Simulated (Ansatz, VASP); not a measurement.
## One calculation of C, two programs

File INCAR:

```
ALGO = Normal ; EDIFF = 1E-6
ENCUT = 520 ; GGA = PE
ISIF = 2 ; ISMEAR = 0
IVDW = 12 ; LASPH = True
LCHARG = False ; LREAL = False
LWAVE = False ; NBANDS = 16
NELM = 60 ; PREC = Accurate
SIGMA = 0.15
```

File KPOINTS:

```
k-points
0
Gamma
  24 24 8
```

POSCAR

```
C
1.0
    1.3279601472     -2.2989392136      0.0000000000
    1.3279601472      2.2989392136      0.0000000000
    0.0000000000      0.0000000000      5.8591865225
C
4
Direct
    0.0833101797      0.9166898203      0.7500000000
    0.5833101797      0.4166898203      0.2500000000
    0.9166898203      0.0833101797      0.2500000000
    0.4166898203      0.5833101797      0.7500000000
```

Input for Ansatz:

```yaml
crystal:
  lattice:
    - [1.3279601472, -2.2989392136, 0.0]
    - [1.3279601472, 2.2989392136, 0.0]
    - [0.0, 0.0, 5.8591865225]
  atoms:
    - { symbol: C, position: [0.0833101797, 0.9166898203, 0.75] }
    - { symbol: C, position: [0.5833101797, 0.4166898203, 0.25] }
    - { symbol: C, position: [0.9166898203, 0.0833101797, 0.25] }
    - { symbol: C, position: [0.4166898203, 0.5833101797, 0.75] }
basis:
  ecutwfc: 420
kpoints:
  mp_grid: { grid: [24, 24, 8] }
hamiltonian:
  xc: pbe
  dispersion: d3bj
scf:
  occupations: { method: gaussian, width: 0.15 }
output:
  forces: true
  stress: true
  eigenvalues: true
```

Alike in both runs: task single point; functional PBE; dispersion D3(BJ); k mesh 24 × 24 × 8; occupations gaussian, width 0.15 eV; no spin polarisation.

|  | VASP | Ansatz |
| --- | --- | --- |
| version | VASP 6.6.1 | Ansatz 0.2.0 |
| potentials or method | VASP PAW PBE potentials, release 64 (C), cutoff 520 eV | scalar-relativistic, plane waves, PAW |
| valence electrons in the cell | 16 | 16 |

```csv
,VASP,Ansatz,Ansatz less VASP
gap on the k mesh at the Fermi level (eV),none,none,-
rms of the force components (eV/Å),0.020,0.020,+0.0003
```

Atom by atom the forces differ by 0.000 eV/Å (rms over components). A gap of «none» marks a metal or a gap that the smearing closes.
